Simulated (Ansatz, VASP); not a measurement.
## CdTe in VASP and in Ansatz

```
CELL_PARAMETERS angstrom
0.00000 2.99928 2.99928
2.99928 0.00000 2.99928
2.99928 2.99928 0.00000
ATOMIC_POSITIONS crystal
Cd 0.00000 0.00000 0.00000
Te 0.50000 0.50000 0.50000
```

Alike in both runs: task single point; functional PBEsol; k mesh 13 × 13 × 13; occupations fermi-dirac, width 0.05 eV; no spin polarisation.

```csv
,VASP,Ansatz
version,VASP 6.6.1,Ansatz 0.2.0
potentials or method,"VASP PAW PBE potentials, release 64 (Cd, Te), cutoff 520 eV","all-electron LAPW, scalar-relativistic"
```

|  | VASP | Ansatz | Ansatz less VASP |
| --- | --- | --- | --- |
| pressure (GPa) | 0.3 | 0.0 | -0.23 |

VASP's potentials were made for PBE, not for PBEsol. Ansatz ran all-electron here, and VASP with PAW potentials.

Spin-orbit coupling is off throughout.
